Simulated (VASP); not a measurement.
# Tl (P6_3/mmc) in VASP: notebook, part 2 of 2

VASP 6.6.1. The steps go on from the part before.

### 3 Single point, PBEsol

This run uses another cell than the first one, of 24.07 Å³/atom, 1.053 times its volume.

The input, INCAR:

```
SYSTEM = Tl
ALGO     = Normal         ! electronic algorithm
EDIFF    = 1E-6           ! SCF threshold, eV
ENCUT    = 520            ! plane-wave cutoff, eV
GGA      = PS             ! functional
ISIF     = 2              ! what is computed and relaxed
ISMEAR   = -1             ! smearing method
LASPH    = .True.         ! aspherical terms in the spheres
LCHARG   = .True.         ! write CHGCAR
LELF     = .True.         ! ELF
LREAL    = .False.        ! projectors in reciprocal space
LVHAR    = .True.       
LWAVE    = .False.        ! write WAVECAR
NBANDS   = 20             ! bands
NELM     = 100            ! most SCF steps
PREC     = Accurate       ! precision mode
SIGMA    = 0.1            ! smearing width, eV
```

The input, KPOINTS:

```
k-points
0
Gamma
  16 16 10
  0 0 0
```

The input, POSCAR:

```
Tl
1.0
    3.2566513075      0.0000000000      0.0000000000
   -1.6283256537      2.8203427635      0.0000000000
    0.0000000000      0.0000000000      5.2414403922
Tl
2
Direct
    0.3333333333      0.6666666667      0.2500000000
    0.6666666667      0.3333333333      0.7500000000
```

Potentials or basis: VASP PAW PBE potentials, release 64 (Tl_d).

On the command line:

```bash
$ cat potpaw_PBE.64/Tl_d/POTCAR > POTCAR
$ mpirun -np 1 vasp_std > vasp.out
```

OUTCAR:

```text
SYSTEM = Tl
   EDIFF = 1E-6
   ENCUT = 520
   GGA = PS
   ISIF = 2
   ISMEAR = -1
   LASPH = .True.
   LREAL = .False.
   NELM = 100
   PREC = Accurate

 ion  position               nearest neighbor table
   1  0.333  0.667  0.250-   2 3.23   2 3.23   2 3.23   2 3.23   2 3.23   2 3.23
   2  0.667  0.333  0.750-   1 3.23   1 3.23   1 3.23   1 3.23   1 3.23   1 3.23

  LATTYP: Found a hexagonal cell.
 ALAT       =     3.2566513075
 C/A-ratio  =     1.6094570457

  Lattice vectors:

[... 740 lines left out ...]
------------------------ aborting loop because EDIFF is reached ----------------------------------------

  FORCE on cell =-STRESS in cart. coord.  units (eV):
  Direction    XX          YY          ZZ          XY          YZ          ZX
  --------------------------------------------------------------------------------------
  -------------------------------------------------------------------------------------
  Total        2.9780165      2.9780165      2.9766326      0.0000000     -0.0000000      0.0000000
  in kB       99.1091786     99.1091786     99.0631227      0.0000000     -0.0000000      0.0000000
  external PRESSURE =      99.0938267 kB  Pullay stress =       0.0000000 kB

 VOLUME and BASIS-vectors are now :
 -----------------------------------------------------------------------------
  energy-cutoff  :      520.00
  volume of cell :       48.14
      direct lattice vectors                 reciprocal lattice vectors
     3.256651307  0.000000000  0.000000000     0.307063884  0.177283416  0.000000000
    -1.628325654  2.820342763  0.000000000     0.000000000  0.354566832  0.000000000
     0.000000000  0.000000000  5.241440392     0.000000000  0.000000000  0.190787250

 POSITION                                       TOTAL-FORCE (eV/Angst)
 -----------------------------------------------------------------------------------
     -0.00000      1.88023      1.31036         0.000000     -0.000000      0.000000
      1.62833      0.94011      3.93108         0.000000      0.000000      0.000000
 -----------------------------------------------------------------------------------
    total drift:                               -0.000000      0.000000      0.000000

  FREE ENERGIE OF THE ION-ELECTRON SYSTEM (eV)
  ---------------------------------------------------
  free  energy   TOTEN  =        -5.0405881231 eV

  energy  without entropy=       -5.0172220033  energy(sigma->0) =       -5.02890506
```

It took 2 min on 1 thread of Oxide Virtual Turin-like, shared host; peak memory 0.22 GiB.

What came out:

- Free energy: -5.0406 eV
- Pressure: 9.9 GPa
- Band gap on the k mesh: zero (band 13 reaches 12.51 eV, above the bottom of band 14 at 5.48 eV)

Caveat: the PAW data sets were made with another functional, which shifts forces and pressure a little; spin-orbit coupling is left out, which moves the levels of the heavy elements.

### 4 Single point, PBEsol

This run uses another cell than the first one, of 25.02 Å³/atom, 1.094 times its volume.

The input, INCAR:

```
SYSTEM = Tl
  ALGO = Normal
  EDIFF = 1E-6
  ENCUT = 520
  GGA = PS
  ISIF = 2
  ISMEAR = -1
  LASPH = .TRUE.
  LCHARG = .TRUE.
  LELF = .TRUE.
  LREAL = .FALSE.
  LVHAR = .TRUE.
  LWAVE = .FALSE.
  NBANDS = 20
  NELM = 80
  PREC = Accurate
  SIGMA = 0.1
```

The input, KPOINTS:

```
k-points
0
G
  16 16 10
  0 0 0
```

The input, POSCAR:

```
Tl
1.0
    3.3023826847      0.0000000000      0.0000000000
   -1.6511913424      2.8599472980      0.0000000000
    0.0000000000      0.0000000000      5.2981924455
Tl
2
Direct
    0.3333333333      0.6666666667      0.2500000000
    0.6666666667      0.3333333333      0.7500000000
```

On the command line:

```bash
$ cat potpaw_PBE.64/Tl_d/POTCAR > POTCAR
$ mpirun -np 1 vasp_std > vasp.out
```

Wall time 3.5 min (1 thread of Oxide Virtual Turin-like, shared host); peak memory 0.25 GiB.

It converged, with:

* Free energy: -5.1409 eV
* Pressure: 6.9 GPa
* Band gap on the k mesh: zero (band 13 reaches 11.90 eV, above the bottom of band 14 at 5.13 eV)

Levels at points of the mesh, in eV from the Fermi level:
| k point | band 10 | band 11 | band 12 | band 13 | band 14 | band 15 | band 16 | band 17 |
| --- | --- | --- | --- | --- | --- | --- | --- | --- |
| (0.00, 0.00, 0.00) | -11.10 | -11.09 | -5.10 | -3.50 | 8.91 | 8.91 | 10.51 | 11.28 |
| (0.50, 0.00, 0.00) | -11.03 | -5.93 | -4.99 | -0.52 | 0.42 | 1.31 | 4.09 | 4.10 |
| (0.00, 0.00, 0.50) | -11.25 | -9.43 | -9.43 | 3.73 | 3.73 | 9.98 | 9.98 | 9.98 |
| (0.50, 0.00, 0.50) | -11.05 | -4.66 | -4.66 | -2.80 | -2.80 | 6.05 | 6.05 | 6.79 |

Caveat: the PAW data sets were made with another functional, which shifts forces and pressure a little; spin-orbit coupling is left out, which moves the levels of the heavy elements.

### 5 Summary

| cell | gap on the mesh (eV) | pressure (GPa) |
| --- | --- | --- |
| a = 3.198, b = 3.198, c = 5.163 Å, angles 90.0, 90.0, 120.0°, 2 atoms | none | 14.9 |
| a = 3.257, b = 3.257, c = 5.241 Å, angles 90.0, 90.0, 120.0°, 2 atoms | none | 9.9 |
| a = 3.302, b = 3.302, c = 5.298 Å, angles 90.0, 90.0, 120.0°, 2 atoms | none | 6.9 |

Alike in all rows: task single point; level PBEsol; potentials or basis VASP PAW PBE potentials, release 64 (Tl_d); no spin polarisation; k mesh 16 × 16 × 10; cutoff (eV) 520; smearing fermi-dirac 0.1 eV.

Caveats: the PAW data sets were made with another functional, which shifts forces and pressure a little; spin-orbit coupling is left out, which moves the levels of the heavy elements.

Total energies depend on the potentials used, so only differences within one code and one set of settings carry meaning.
